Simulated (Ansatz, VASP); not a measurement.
Given: the input of a run of Ansatz 0.2.0 on LiCl.

The input input.yaml:

```yaml
crystal:
  lattice:
    - [0.0, 2.56477, 2.56477]
    - [2.56477, 0.0, 2.56477]
    - [2.56477, 2.56477, 0.0]
  atoms:
    - { symbol: Cl, position: [0.5, 0.5, 0.5] }
    - { symbol: Li, position: [0.0, 0.0, 0.0] }
hamiltonian:
  xc: { exchange: pbe, correlation: pbe, exx: { coeff: 0.05, omega: 0.2 } }
  pseudopotentials: { kind: paw }
kpoints:
  mp_grid: { grid: [5, 5, 5] }
scf:
  occupations: { method: fermi_dirac, width: 0.05 }
output:
  forces: true
  stress: true
  eigenvalues: true
```

Potentials or basis: Ansatz PAW.

The run is started by

```console
$ ansatz run input.yaml --threads 2 --pin off --max-ram 5632MiB --backend cpu --events-out ev --progress --plain --runs-dir out
```

Set up the same calculation for VASP 6.6.1. Potentials there: VASP PAW PBE potentials, release 64 (Cl, Li_sv).

As run (the cutoff follows the program's own potentials):

POSCAR

```
LiCl
1.0
    0.0000000000      2.5647700000      2.5647700000
    2.5647700000      0.0000000000      2.5647700000
    2.5647700000      2.5647700000      0.0000000000
Cl Li
1 1
Direct
    0.5000000000      0.5000000000      0.5000000000
    0.0000000000      0.0000000000      0.0000000000
```

The input INCAR.step1:

```
SYSTEM = LiCl
PREC     = Accurate       ! precision mode
ENCUT    = 520            ! plane-wave cutoff, eV
EDIFF    = 1E-5           ! SCF threshold, eV
ISMEAR   = -1             ! smearing method
SIGMA    = 0.05           ! smearing width, eV
LREAL    = .FALSE.        ! projectors in reciprocal space
LASPH    = .TRUE.         ! aspherical terms in the spheres
NELM     = 80             ! most SCF steps
ALGO     = Normal         ! electronic algorithm
ISIF     = 2              ! what is computed and relaxed
LWAVE    = .TRUE.         ! write WAVECAR
GGA      = PE             ! functional
NBANDS   = 12             ! bands
```

INCAR.step2

```
SYSTEM = LiCl
PREC     = Accurate       ! precision mode
ENCUT    = 520            ! plane-wave cutoff, eV
EDIFF    = 1E-6           ! SCF threshold, eV
ISMEAR   = -1             ! smearing method
SIGMA    = 0.05           ! smearing width, eV
LREAL    = .FALSE.        ! projectors in reciprocal space
LASPH    = .TRUE.         ! aspherical terms in the spheres
NELM     = 80             ! most SCF steps
ALGO     = Normal         ! electronic algorithm
ISIF     = 2              ! what is computed and relaxed
LWAVE    = .FALSE.        ! write WAVECAR
LCHARG   = .TRUE.         ! write CHGCAR
GGA      = PE             ! functional
LHFCALC  = .TRUE.         ! exact exchange
AEXX     = 0.05           ! exact-exchange fraction
HFSCREEN = 0.2            ! screening, 1/A
PRECFOCK = Normal       
LELF     = .TRUE.         ! ELF
LVHAR    = .TRUE.       
ISTART   = 1            
NBANDS   = 12             ! bands
```

The input KPOINTS:

```
regular mesh
0
G
  5 5 5
  0 0 0
```

Potentials or basis: VASP PAW PBE potentials, release 64 (Cl, Li_sv).

Launch:

```sh
$ cat potpaw_PBE.64/Cl/POTCAR potpaw_PBE.64/Li_sv/POTCAR > POTCAR
$ cp INCAR.step1 INCAR
$ mpirun -np 1 vasp_std > vasp.out
$ cp INCAR.step2 INCAR
$ mpirun -np 1 vasp_std > vasp.out
```

Both were run:

|  | VASP | Ansatz | Ansatz less VASP |
| --- | --- | --- | --- |
| gap on the k mesh at the Fermi level (eV) | 6.62 | 6.61 | -0.012 |
| least direct gap on the mesh (eV) | 6.62 | 6.61 | -0.012 |

VASP's potentials were made for PBE, not for PBE-based screened hybrid. With one functional, cell and mesh, what is left measures potentials, basis and numerics.

The k mesh is coarse, so the values compare programs but aren't converged. Noted on VASP's run: the cutoff is short for stress, so the pressure is rough. Noted on Ansatz's run: odd divisions of the mesh miss points on the zone boundary, where band edges often lie, so the gap on the mesh can be too wide.
